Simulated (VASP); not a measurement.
# Si2Ni5 in VASP: single point with PBEsol

Aim: the single point of Si2Ni5 with PBEsol.

Program: VASP 6.6.1. These are calculated values, not measurements. Logs are shortened: lines on timing, memory, paths and dates and some standing lists are left out, and cuts for length are marked.

### 1 The cell of the first run

The typed cell holds 14 atoms: a = 5.880 Å, b = 5.880 Å, c = 5.880 Å, α = 115.44°, β = 105.36°, γ = 107.80°.

### 2 Single point, PBEsol

INCAR reads:

```
  PREC = Accurate
  ENCUT = 520
  EDIFF = 1E-7
  ISMEAR = 0
  SIGMA = 0.1
  LREAL = F
  LASPH = T
  NELM = 80
  ALGO = Fast
  ISIF = 2
  LWAVE = F
  LCHARG = F
  GGA = PS
  NBANDS = 71
  ISYM = 0
```

KPOINTS reads:

```
regular mesh
0
Gamma
  3 3 3
```

POSCAR reads:

```
Si2Ni5
1.0
   -3.1404463646      3.5650102803      3.4647180832
    3.1404256887     -3.5650247988      3.4647119259
    3.1404189345      3.5649973687     -3.4647326018
Si Ni
4 10
Direct
   -0.0047735972      0.5179983743      0.4755993264
    0.4577382481     -0.0194806737      0.4755950412
    0.5403693388      0.5179955833      1.0207467649
    1.0028941925      0.9805230409      1.0207489638
    0.4990699962      0.2492725636      0.2481683929
    0.9990530378      0.7492591980      0.2481704201
    0.7755212110      0.4641036081      0.7394710196
    0.2225912427      1.0344180734      0.7568719540
    0.2225931707      0.4640943428      0.1865398046
    0.7755195355      1.0344318915      0.3098027486
    0.7249774166      0.7720387209      0.5450195280
    0.2731328681      0.3201621885      0.5450002703
    0.2731437792      0.7265007563      0.9513329310
    0.7249901928      0.1783617290      0.9513348164
```

Potentials or basis: VASP PAW PBE potentials, release 64 (Si, Ni).

Launch:

```console
> cat potpaw_PBE.64/Si/POTCAR potpaw_PBE.64/Ni/POTCAR > POTCAR
> mpirun -np 1 vasp_std > vasp.out
```

OUTCAR:

```text
PREC = Accurate
   ENCUT = 520
   EDIFF = 1E-7
   ISMEAR = 0
   LREAL = F
   LASPH = T
   NELM = 80
   ISIF = 2
   GGA = PS
   ISYM = 0

 ion  position               nearest neighbor table
   1  0.995  0.518  0.476-   6 2.28  13 2.33  12 2.33  10 2.33   7 2.33   8 2.40   9 2.40   5 2.47
                            14 2.49  11 2.49
   2  0.458  0.981  0.476-   6 2.28  11 2.33  14 2.33  10 2.33   7 2.33   9 2.40   8 2.40   5 2.47
                            12 2.49  13 2.49
   3  0.540  0.518  0.021-   6 2.28  13 2.33  12 2.33   9 2.33   8 2.33   7 2.40  10 2.40   5 2.47
                            14 2.49  11 2.49
   4  0.003  0.981  0.021-   6 2.28  11 2.33  14 2.33   9 2.33   8 2.33   7 2.40  10 2.40   5 2.47
                            12 2.49  13 2.49
   5  0.499  0.249  0.248-   8 2.39  10 2.39   7 2.39   9 2.39  14 2.43  11 2.43  12 2.43  13 2.43
                             3 2.47   1 2.47   4 2.47   2 2.47
   6  0.999  0.749  0.248-   3 2.28   2 2.28   4 2.28   1 2.28   7 2.40   8 2.40   9 2.40  10 2.40
                            14 2.66  12 2.66  11 2.66  13 2.66
   7  0.776  0.464  0.739-   1 2.33   2 2.33   5 2.39   6 2.40   4 2.40   3 2.40  14 2.48  13 2.48
                            12 2.57  11 2.57  10 2.70
   8  0.223  0.034  0.757-   4 2.33   3 2.33   5 2.39   6 2.40   1 2.40   2 2.40  11 2.48  12 2.48
                            13 2.57  14 2.57   9 2.70
   9  0.223  0.464  0.187-   3 2.33   4 2.33   5 2.39   6 2.40   2 2.40   1 2.40  14 2.48  13 2.48
                            11 2.57  12 2.57   8 2.70
  10  0.776  0.034  0.310-   1 2.33   2 2.33   5 2.39   6 2.40   4 2.40   3 2.40  12 2.48  11 2.48
                            13 2.57  14 2.57   7 2.70
  11  0.725  0.772  0.545-   2 2.33   4 2.33   5 2.43  10 2.48   8 2.48   3 2.49   1 2.49  14 2.55
                             9 2.57   7 2.57   6 2.66
  12  0.273  0.320  0.545-   1 2.33   3 2.33   5 2.43  10 2.48   8 2.48   4 2.49   2 2.49  13 2.55
                             7 2.57   9 2.57   6 2.66
  13  0.273  0.727  0.951-   1 2.33   3 2.33   5 2.43   9 2.48   7 2.48   2 2.49   4 2.49  12 2.55
                            10 2.57   8 2.57   6 2.66
  14  0.725  0.178  0.951-   2 2.33   4 2.33   5 2.43   9 2.48   7 2.48   3 2.49   1 2.49  11 2.55
                             8 2.57  10 2.57   6 2.66

IMPORTANT INFORMATION: All symmetrisations will be switched off!
NOSYMM: (Re-)initialisation of all symmetry stuff for point group C_1.

----------------------------------------------------------------------------------------

                                     Primitive cell

  volume of cell :     155.1585

  direct lattice vectors                    reciprocal lattice vectors
    -3.140446365  3.565010280  3.464718083     0.000001088  0.140252598  0.144312308
     3.140425689 -3.565024799  3.464711926     0.159214730  0.000000906  0.144312489
     3.140418934  3.564997369 -3.464732602     0.159214868  0.140252916  0.000000769

  length of vectors
     5.880133762  5.880127894  5.880119839     0.201238250  0.214884678  0.212179770
[... 119 lines left out ...]
   GGA     = PS    functional components
   LHFCALC =     F    Hartree Fock is set to
   AEXX    =    0.0000 exact exchange contribution
   IVDW    =     0    specifies the selected vdW correction
   LEPSILON=     F    determine dielectric tensor
   LRPA    =     F    only Hartree local field effects (RPA)
 non-spin polarized calculation
 RMM-DIIS sequential band-by-band and
 Gauss-broadening in eV      SIGMA  =   0.10
  energy-cutoff  :      520.00
  volume of cell :      155.16
 maximum number of plane-waves:      4201
 NGX is ok and might be reduce to    48
   NGX = 21   NGY = 21   NGZ = 21

 number of electron     116.0000009 magnetization

 Free energy of the ion-electron system (eV)
  ---------------------------------------------------
  ext. energy  EPLUGINS =         0.00000000
  ---------------------------------------------------
  free energy    TOTEN  =       -90.54544900 eV

  energy without entropy =      -90.51399955  energy(sigma->0) =      -90.52972428

 E-fermi :  10.2652     XC(G=0): -12.9642

 val. band max:       10.2392903284   @ k =  -0.3333  -0.3333   0.3333
 cond. band min:      10.2701706175   @ k =   0.3333   0.3333   0.3333
 fundamental gap:      0.0308802891
 Fermi energy:        10.2651828927

 k-point     1 :       0.0000    0.0000    0.0000
  band No.  band energies     occupation
      1      -1.9776      2.00000
      2       1.5440      2.00000
      3       1.9430      2.00000
      4       2.0978      2.00000
      5       3.8329      2.00000
      6       3.8807      2.00000
[... 1011 lines left out ...]
     69      14.7573      0.00000
     70      15.4136      0.00000
 [bands above 70 left out]

------------------------ aborting loop because EDIFF is reached ----------------------------------------

  FORCE on cell =-STRESS in cart. coord.  units (eV):
  Direction    XX          YY          ZZ          XY          YZ          ZX
  --------------------------------------------------------------------------------------
  -------------------------------------------------------------------------------------
  Total        0.0378807      0.1741948      0.1717806      0.0009988      0.0003911      0.0004946
  in kB        0.3911584      1.7987471      1.7738179      0.0103142      0.0040385      0.0051077
  external PRESSURE =       1.3212411 kB  Pullay stress =       0.0000000 kB

 VOLUME and BASIS-vectors are now :
 -----------------------------------------------------------------------------
  energy-cutoff  :      520.00
  volume of cell :      155.16
      direct lattice vectors                 reciprocal lattice vectors
    -3.140446365  3.565010280  3.464718083     0.000001088  0.140252598  0.144312308
     3.140425689 -3.565024799  3.464711926     0.159214730  0.000000906  0.144312489
     3.140418934  3.564997369 -3.464732602     0.159214868  0.140252916  0.000000769

 POSITION                                       TOTAL-FORCE (eV/Angst)
 -----------------------------------------------------------------------------------
     -0.00514      3.39683      3.59507         0.000094     -0.022629      0.007082
      3.13531     -0.16824      3.33534         0.000131     -0.022543     -0.006584
     -0.00512      0.15372      3.59505         0.000001      0.022221      0.007009
      3.13533     -3.41130      3.33537         0.000060      0.022383     -0.006841
     -0.00513      1.77525      1.73296         0.000321     -0.000149     -0.000355
     -0.00512      1.77523      5.19756         0.000079     -0.000014     -0.000012
      1.34425      3.74641      1.73288         0.011521     -0.001816      0.000050
      1.78595      3.36909     -1.73189        -0.011781      0.001729      0.000105
      1.34423     -0.19595      1.73287         0.011744      0.001712      0.000064
     -1.35444      3.74643      1.73287        -0.012165     -0.001532     -0.000091
      1.85937      1.77521      3.29839        -0.006931      0.000323     -0.005331
      1.85922      1.77526      0.16732        -0.006291      0.000136      0.005397
      4.41131      1.77527      0.16737         0.006742     -0.000014      0.005099
      1.27093      5.34024     -0.16626         0.006475      0.000193     -0.005594
 -----------------------------------------------------------------------------------
    total drift:                               -0.000149      0.000469     -0.000000

  FREE ENERGIE OF THE ION-ELECTRON SYSTEM (eV)
  ---------------------------------------------------
  free  energy   TOTEN  =       -90.5454490026 eV

  energy  without entropy=      -90.5139995492  energy(sigma->0) =      -90.52972428
```

OSZICAR:

```text
N       E                     dE             d eps       ncg     rms          rms(c)
DAV:   1     0.929693833245E+03    0.92969E+03   -0.49453E+04  1988   0.215E+03
DAV:   2     0.261251688411E+01   -0.92708E+03   -0.89515E+03  1988   0.457E+02
DAV:   3    -0.101127237731E+03   -0.10374E+03   -0.95524E+02  2037   0.181E+02
[... 15 lines left out ...]
RMM:  19    -0.905454481201E+02   -0.63623E-07   -0.23968E-05  2361   0.255E-02    0.171E-02
RMM:  20    -0.905454483160E+02   -0.19587E-06   -0.94092E-06  2284   0.160E-02    0.768E-03
RMM:  21    -0.905454487925E+02   -0.47657E-06   -0.39313E-06  2454   0.987E-03    0.709E-03
RMM:  22    -0.905454489607E+02   -0.16813E-06   -0.12978E-06  2204   0.628E-03    0.227E-03
RMM:  23    -0.905454490026E+02   -0.41959E-07   -0.52418E-07  1613   0.342E-03
   1 F= -.90545449E+02 E0= -.90529724E+02  d E =-.314495E-01
```

stdout:

```text
POSCAR found type information on POSCAR SiNi
 POSCAR found :  2 types and      14 ions
 scaLAPACK will be used
 -----------------------------------------------------------------------------
|                                                                             |
|                                                                             |
|     You enforced a specific xc type in the INCAR file but a different       |
|     I HOPE YOU KNOW WHAT YOU ARE DOING!                                     |
|                                                                             |
 -----------------------------------------------------------------------------

 LDA part: xc-table for (Slater+PW92), standard interpolation
 POSCAR, INCAR and KPOINTS ok, starting setup
 FFT: planning ... GRIDC
 FFT: planning ... GRID_SOFT
 FFT: planning ... GRID
 WAVECAR not read
 entering main loop
```

Run time: 3.4 min. Hardware: 1 thread of Intel Xeon 6975P-C (Granite Rapids), shared host; peak memory 0.37 GiB.

Results:

| Property | Result |
| --- | --- |
| Free energy | -90.5454 eV |
| Pressure | 0.1 GPa |
| Largest force | 0.024 eV/Å |
| Band gap on the k mesh | zero (bands 58 and 59 overlap by 0.25 eV) |

Forces on the atoms (eV/Å):
```
Si   0.000 -0.023  0.007
Si   0.000 -0.023 -0.007
Si   0.000  0.022  0.007
Si   0.000  0.022 -0.007
Ni   0.000  0.000  0.000
Ni   0.000  0.000  0.000
Ni   0.012 -0.002  0.000
Ni  -0.012  0.002  0.000
Ni   0.012  0.002  0.000
Ni  -0.012 -0.002  0.000
Ni  -0.007  0.000 -0.005
Ni  -0.006  0.000  0.005
Ni   0.007  0.000  0.005
Ni   0.006  0.000 -0.006
```

Caveat: the k points lie up to 0.44 Å⁻¹ apart; the PAW data sets were made with another functional, which shifts forces and pressure a little.

The gap in the log of VASP goes by the Fermi energy; the results here count the filled bands.